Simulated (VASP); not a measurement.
# Zn (Fm-3m) in VASP: single point with PBEsol

Aim: the single point of Zn with PBEsol.

Everything below comes from runs of VASP 6.6.1. Logs are shortened: lines on timing, memory, paths and dates and some standing lists are left out, and cuts for length are marked.

### Step 1. The cell of the first run

Symmetry: Fm-3m, No. 225, cubic system. The conventional cell has a = 6.344 Å, b = 6.344 Å, c = 6.344 Å, α = 90.00°, β = 90.00°, γ = 90.00°. Within 5.9 Å of Zn (site symmetry m-3m) lie 12 Zn at 4.49 Å.

### Step 2. Single point, PBEsol

INCAR

```
SYSTEM = Zn
  PREC = Accurate
  ENCUT = 520
  EDIFF = 1E-7
  ISMEAR = -1
  SIGMA = 0.1
  LREAL = .FALSE.
  LASPH = .TRUE.
  NELM = 100
  ALGO = Normal
  ISIF = 2
  LWAVE = .FALSE.
  LCHARG = .TRUE.
  GGA = PS
  LELF = .TRUE.
  LVHAR = .TRUE.
  NBANDS = 12
```

KPOINTS

```
regular mesh
0
G
  6 6 6
  0 0 0
```

POSCAR

```
Zn
1.0
    0.0000000000      3.1718610000      3.1718610000
    3.1718610000      0.0000000000      3.1718610000
    3.1718610000      3.1718610000      0.0000000000
Zn
1
Direct
    0.0000000000      0.0000000000      0.0000000000
```

Potentials or basis: VASP PAW PBE potentials, release 64 (Zn).

Command:

```bash
> cat potpaw_PBE.64/Zn/POTCAR > POTCAR
> mpirun -np 1 vasp_std > vasp.out
```

OUTCAR:

```text
SYSTEM = Zn
   PREC = Accurate
   ENCUT = 520
   EDIFF = 1E-7
   ISMEAR = -1
   LREAL = .FALSE.
   LASPH = .TRUE.
   NELM = 100
   ISIF = 2
   GGA = PS

 ion  position               nearest neighbor table
   1  0.000  0.000  0.000-

  LATTYP: Found a face centered cubic cell.
 ALAT       =     6.3437220000

  Lattice vectors:

 A1 = (   0.0000000000,   3.1718610000,   3.1718610000)
 A2 = (   3.1718610000,   0.0000000000,   3.1718610000)
 A3 = (   3.1718610000,   3.1718610000,   0.0000000000)

Analysis of symmetry for initial positions (statically):
[... 5 lines left out ...]
 face centered cubic supercell.

 Subroutine GETGRP returns: Found 48 space group operations
 (whereof 48 operations were pure point group operations)
 out of a pool of 48 trial point group operations.

The static configuration has the point symmetry O_h .

Analysis of symmetry for dynamics (positions and initial velocities):
[... 5 lines left out ...]
 face centered cubic supercell.

 Subroutine GETGRP returns: Found 48 space group operations
 (whereof 48 operations were pure point group operations)
 out of a pool of 48 trial point group operations.

The dynamic configuration has the point symmetry O_h .

 Subroutine INISYM returns: Found 48 space group operations
 (whereof 48 operations are pure point group operations),
 and found     1 'primitive' translations

----------------------------------------------------------------------------------------

                                     Primitive cell

  volume of cell :      63.8223

  direct lattice vectors                    reciprocal lattice vectors
     0.000000000  3.171861000  3.171861000    -0.157636164  0.157636164  0.157636164
     3.171861000  0.000000000  3.171861000     0.157636164 -0.157636164  0.157636164
     3.171861000  3.171861000  0.000000000     0.157636164  0.157636164 -0.157636164

  length of vectors
     4.485688844  4.485688844  4.485688844     0.273033845  0.273033845  0.273033845

  position of ions in fractional coordinates (direct lattice)
     0.000000000  0.000000000  0.000000000

  ion indices of the primitive-cell ions
   primitive index   ion index
                 1           1

----------------------------------------------------------------------------------------

 KPOINTS: regular mesh

Automatic generation of k-mesh.
 Grid dimensions read from file:
 generate k-points for:    6    6    6

 Generating k-lattice:

  Cartesian coordinates                     Fractional coordinates (reciprocal lattice)
    -0.026272694  0.026272694  0.026272694     0.166666667  0.000000000  0.000000000
     0.026272694 -0.026272694  0.026272694     0.000000000  0.166666667  0.000000000
     0.026272694  0.026272694 -0.026272694     0.000000000  0.000000000  0.166666667

  Length of vectors
     0.045505641  0.045505641  0.045505641

  Shift w.r.t. Gamma in fractional coordinates (k-lattice)
     0.000000000  0.000000000  0.000000000

 Subroutine IBZKPT returns following result:
 ===========================================

 Found     16 irreducible k-points:

 Following reciprocal coordinates:
[... 6 lines left out ...]
  0.333333  0.166667  0.000000     24.000000
[... 8 lines left out ...]
 -0.333333  0.333333  0.166667     24.000000
 -0.333333  0.500000  0.166667     12.000000
   k-points           NKPTS =     16   k-points in BZ     NKDIM =     16   number of bands    NBANDS=     12
   number of dos      NEDOS =    301   number of ions     NIONS =      1
   total plane-waves  NPLWV =  46656
   dimension x,y,z NGX =    36 NGY =   36 NGZ =   36
   dimension x,y,z NGXF=    72 NGYF=   72 NGZF=   72
   ions per type =               1
   NGX,Y,Z   is equivalent  to a cutoff of  13.34, 13.34, 13.34 a.u.
   NGXF,Y,Z  is equivalent  to a cutoff of  26.68, 26.68, 26.68 a.u.
 SYSTEM =  Zn
   PREC   = accura    normal or accurate (medium, high low for compatibility)
   ISTART =      0    job   : 0-new  1-cont  2-samecut
   ICHARG =      2    charge: 1-file 2-atom 10-const
   ISPIN  =      1    spin polarized calculation?
   LNONCOLLINEAR =      F non collinear calculations
   LSORBIT =      F    spin-orbit coupling
   LASPH  =      T    aspherical Exc in radial PAW
   ENCUT  =  520.0 eV  38.22 Ry    6.18 a.u.   8.34  8.34  8.34*2*pi/ulx,y,z
   NELM   =    100;   NELMIN=  2; NELMDL= -5     # of ELM steps
   EDIFF  = 0.1E-06   stopping-criterion for ELM
   LREAL  =      F    real-space projection
   EDIFFG = 0.1E-05   stopping-criterion for IOM
   NSW    =      0    number of steps for IOM
   IBRION =     -1    ionic relax: 0-MD 1-quasi-New 2-CG
   NFREE  =      0    steps in history (QN), initial steepest desc. (CG)
   ISIF   =      2    stress and relaxation
   ISYM   =      2    0-nonsym 1-usesym 2-fastsym
   POTIM  = 0.5000    time-step for ionic-motion
   TEBEG  =    0.0;   TEEND  =   0.0 temperature during run
   PSTRESS=    0.0 pullay stress
   NELECT =      12.0000    total number of electrons
   NUPDOWN=      -1.0000    fix difference up-down
   EMIN   =  10.00;   EMAX   =-10.00  energy-range for DOS
   EFERMI =   0.00;   METHOD = LEGACY
   ISMEAR =    -1;   SIGMA  =   0.10  broadening in eV -4-tet -1-fermi 0-gaus
   EFERMI_NEDOS =   21; number of points for ismear=-14 and -15
   IALGO  =     38    algorithm
   IMIX   =      4    mixing-type and parameters
     AMIX     =   0.40;   BMIX     =  1.00
     AMIX_MAG =   1.60;   BMIX_MAG =  1.00
  volume/ion in A,a.u.               =      63.82       430.69
  Fermi-wavevector in a.u.,A,eV,Ry     =   0.937874  1.772325 11.967785  0.879607
  Thomas-Fermi vector in A             =   2.065029
   LORBIT       =      0    0 simple, 1 ext, 2 COOP (PROOUT), +10 PAW based schemes
   GGA     = PS    functional components
   LHFCALC =     F    Hartree Fock is set to
   AEXX    =    0.0000 exact exchange contribution
   IVDW    =     0    specifies the selected vdW correction
   LEPSILON=     F    determine dielectric tensor
   LRPA    =     F    only Hartree local field effects (RPA)
 non-spin polarized calculation
  energy-cutoff  :      520.00
  volume of cell :       63.82
 maximum number of plane-waves:      1759
 NGX is ok and might be reduce to    36
   NGX = 17   NGY = 17   NGZ = 17

 number of electron      11.9999986 magnetization

 Free energy of the ion-electron system (eV)
  ---------------------------------------------------
  ext. energy  EPLUGINS =         0.00000000
  ---------------------------------------------------
  free energy    TOTEN  =        -0.14209533 eV

  energy without entropy =       -0.14209289  energy(sigma->0) =       -0.14209411

 E-fermi :  -2.5028     XC(G=0):  -5.6644

 val. band max:       -3.7329638247   @ k =  -0.3333   0.5000   0.1667
 cond. band min:      -1.4310269353   @ k =   0.5000   0.0000   0.0000
 fundamental gap:      2.3019368894
 Fermi energy:        -2.5028357797

 k-point     1 :       0.0000    0.0000    0.0000
  band No.  band energies     occupation
      1      -8.5524      2.00000
      2      -8.5524      2.00000
      3      -8.5524      2.00000
      4      -8.5386      2.00000
      5      -8.5386      2.00000
      6      -5.8746      2.00000
      7       3.7840      0.00000
      8       3.7840      0.00000
      9       3.7840      0.00000
     10       5.4692      0.00000
     11       7.6876      0.00000
     12       7.6876      0.00000

 k-point     2 :       0.1667    0.0000    0.0000
  band No.  band energies     occupation
      1      -8.5527      2.00000
      2      -8.5494      2.00000
      3      -8.5494      2.00000
      4      -8.5381      2.00000
      5      -8.5381      2.00000
      6      -5.6167      2.00000
      7       1.9262      0.00000
      8       3.5732      0.00000
      9       3.5732      0.00000
     10       5.9381      0.00000
     11       7.6350      0.00000
     12       8.0329      0.00000

 k-point     3 :       0.3333    0.0000    0.0000
  band No.  band energies     occupation
      1      -8.5543      2.00000
      2      -8.5500      2.00000
      3      -8.5500      2.00000
      4      -8.5304      2.00000
      5      -8.5304      2.00000
      6      -4.9155      2.00000
      7      -0.3107      0.00000
      8       3.2561      0.00000
      9       3.2561      0.00000
     10       5.3938      0.00000
     11       7.4404      0.00000
     12       7.4405      0.00000

 k-point     4 :       0.5000    0.0000    0.0000
  band No.  band energies     occupation
      1      -8.5556      2.00000
      2      -8.5516      2.00000
      3      -8.5516      2.00000
      4      -8.5252      2.00000
      5      -8.5252      2.00000
      6      -4.3399      2.00000
      7      -1.4310      0.00004
      8       3.1303      0.00000
      9       3.1303      0.00000
     10       5.2140      0.00000
     11       7.0738      0.00000
     12       7.0738      0.00000

 k-point     5 :       0.1667    0.1667    0.0000
  band No.  band energies     occupation
      1      -8.5566      2.00000
      2      -8.5449      2.00000
      3      -8.5449      2.00000
      4      -8.5433      2.00000
      5      -8.5356      2.00000
      6      -5.5305      2.00000
      7       2.1800      0.00000
      8       3.0309      0.00000
      9       3.0309      0.00000
     10       5.9957      0.00000
     11       6.5280      0.00000
     12       8.1930      0.00000

 k-point     6 :       0.3333    0.1667    0.0000
  band No.  band energies     occupation
      1      -8.5576      2.00000
      2      -8.5480      2.00000
      3      -8.5425      2.00000
      4      -8.5376      2.00000
      5      -8.5292      2.00000
      6      -4.9700      2.00000
      7       0.4444      0.00000
      8       2.4380      0.00000
      9       2.6302      0.00000
     10       5.5139      0.00000
     11       6.5987      0.00000
     12       8.0197      0.00000

 k-point     7 :       0.5000    0.1667    0.0000
  band No.  band energies     occupation
      1      -8.5561      2.00000
      2      -8.5489      2.00000
      3      -8.5449      2.00000
      4      -8.5323      2.00000
      5      -8.5248      2.00000
      6      -4.2540      2.00000
      7      -1.0383      0.00000
      8       1.7771      0.00000
      9       2.6426      0.00000
     10       5.2792      0.00000
     11       7.0398      0.00000
     12       8.1358      0.00000

 k-point     8 :      -0.3333    0.1667    0.0000
  band No.  band energies     occupation
      1      -8.5528      2.00000
      2      -8.5497      2.00000
      3      -8.5452      2.00000
      4      -8.5315      2.00000
      5      -8.5298      2.00000
      6      -4.4624      2.00000
      7      -0.6593      0.00000
      8       1.5223      0.00000
      9       3.0554      0.00000
     10       5.7762      0.00000
     11       6.9544      0.00000
     12       7.8263      0.00000
[... 46 lines left out ...]
 k-point    12 :      -0.3333    0.3333    0.0000
  band No.  band energies     occupation
      1      -8.5585      2.00000
      2      -8.5425      2.00000
      3      -8.5375      2.00000
      4      -8.5356      2.00000
      5      -8.5288      2.00000
      6      -3.9135      2.00000
      7      -0.3373      0.00000
      8      -0.1232      0.00000
      9       2.3683      0.00000
     10       4.6793      0.00000
     11       8.1942      0.00000
     12       9.4133      0.00000

 k-point    13 :       0.5000    0.5000    0.0000
  band No.  band energies     occupation
      1      -8.5695      2.00000
      2      -8.5611      2.00000
      3      -8.5265      2.00000
      4      -8.5217      2.00000
      5      -8.5217      2.00000
      6      -3.7771      1.99999
      7      -0.9304      0.00000
      8       1.7140      0.00000
      9       1.7140      0.00000
     10       3.5429      0.00000
     11       4.4178      0.00000
     12      12.4178      0.00000

 k-point    14 :       0.5000    0.3333    0.1667
  band No.  band energies     occupation
      1      -8.5555      2.00000
      2      -8.5512      2.00000
      3      -8.5410      2.00000
      4      -8.5300      2.00000
      5      -8.5289      2.00000
      6      -4.3593      2.00000
      7      -0.1532      0.00000
      8       1.0018      0.00000
      9       2.1044      0.00000
     10       5.8003      0.00000
     11       6.6139      0.00000
     12       7.6243      0.00000

 k-point    15 :      -0.3333    0.3333    0.1667
  band No.  band energies     occupation
      1      -8.5534      2.00000
      2      -8.5488      2.00000
      3      -8.5397      2.00000
      4      -8.5359      2.00000
      5      -8.5250      2.00000
      6      -3.9115      2.00000
      7      -0.6618      0.00000
      8       0.5480      0.00000
      9       1.6550      0.00000
     10       5.9098      0.00000
     11       7.0078      0.00000
     12       8.6832      0.00000

 k-point    16 :      -0.3333    0.5000    0.1667
  band No.  band energies     occupation
      1      -8.5581      2.00000
      2      -8.5549      2.00000
      3      -8.5343      2.00000
      4      -8.5316      2.00000
      5      -8.5217      2.00000
      6      -3.7330      1.99999
      7      -0.5243      0.00000
      8       0.6164      0.00000
      9       0.9433      0.00000
     10       5.3237      0.00000
     11       6.2765      0.00000
     12       9.3158      0.00000

------------------------ aborting loop because EDIFF is reached ----------------------------------------

  FORCE on cell =-STRESS in cart. coord.  units (eV):
  Direction    XX          YY          ZZ          XY          YZ          ZX
  --------------------------------------------------------------------------------------
  -------------------------------------------------------------------------------------
  Total       -0.3308045     -0.3308045     -0.3308045      0.0000000     -0.0000000     -0.0000000
  in kB       -8.3044245     -8.3044245     -8.3044245      0.0000000     -0.0000000     -0.0000000
  external PRESSURE =      -8.3044245 kB  Pullay stress =       0.0000000 kB

 VOLUME and BASIS-vectors are now :
 -----------------------------------------------------------------------------
  energy-cutoff  :      520.00
  volume of cell :       63.82
      direct lattice vectors                 reciprocal lattice vectors
     0.000000000  3.171861000  3.171861000    -0.157636164  0.157636164  0.157636164
     3.171861000  0.000000000  3.171861000     0.157636164 -0.157636164  0.157636164
     3.171861000  3.171861000  0.000000000     0.157636164  0.157636164 -0.157636164

 POSITION                                       TOTAL-FORCE (eV/Angst)
 -----------------------------------------------------------------------------------
      0.00000      0.00000      0.00000         0.000000      0.000000      0.000000
 -----------------------------------------------------------------------------------
    total drift:                               -0.000000     -0.000000     -0.000000

  FREE ENERGIE OF THE ION-ELECTRON SYSTEM (eV)
  ---------------------------------------------------
  free  energy   TOTEN  =        -0.1420953298 eV

  energy  without entropy=       -0.1420928936  energy(sigma->0) =       -0.14209411
```

Run time: 33 s. Hardware: 1 thread of AMD EPYC 7R13, shared host; peak memory 0.16 GiB.

What came out:

| Property | Result |
| --- | --- |
| Free energy | -0.1421 eV |
| Pressure | -0.8 GPa |
| Band gap on the k mesh | 2.30 eV, indirect (least direct gap 2.85 eV) |

Caveat: the PAW data sets were made with another functional, which shifts forces and pressure a little.
